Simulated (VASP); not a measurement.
Input of a VASP 6.6.1 run:

File INCAR:

```
SYSTEM = InSe5
PREC = Accurate
ENCUT = 600
EDIFF = 1E-7
ISMEAR = 0
SIGMA = 0.1
LREAL = .FALSE.
LASPH = .TRUE.
NELM = 100
ALGO = Normal
ISIF = 3
LWAVE = .FALSE.
LCHARG = .FALSE.
GGA = PE
IBRION = 2
NSW = 100
EDIFFG = -0.01
```

File KPOINTS:

```
regular mesh
0
G
  10 10 4
  0 0 0
```

File POSCAR:

```
InSe5
1.0
    4.1825760526      0.0000000000      0.0000000000
    0.0000000000      4.1825760526      0.0000000000
    0.0000000000      0.0000000000      9.6112344137
In Se
1 5
Direct
    0.5000000000      0.5000000000      0.0000000000
    0.0000000000      0.5000000000      0.5000000000
    0.5000000000      0.0000000000      0.5000000000
    0.5000000000      0.5000000000      0.3159010342
    0.5000000000      0.5000000000      0.6840989658
    0.0000000000      0.0000000000      0.0000000000
```

Potentials or basis: VASP PAW PBE potentials, release 64 (In_d, Se).

Launch:

```sh
$ cat potpaw_PBE.64/In_d/POTCAR potpaw_PBE.64/Se/POTCAR > POTCAR
$ mpirun -np 1 vasp_std > vasp.out
```

Q: Estimate the relaxed volume.

A: 28.08 Å³/atom.

Q: What does it give for the space group after relaxing (to 0.1 Å)?

A: P4/mmm (No. 123).

Forces in eV/Å, atoms in the order of the input:
```
In   0.000  0.000  0.000
Se   0.000  0.000  0.000
Se   0.000  0.000  0.000
Se   0.000  0.000 -0.004
Se   0.000  0.000  0.004
Se   0.000  0.000  0.000
```
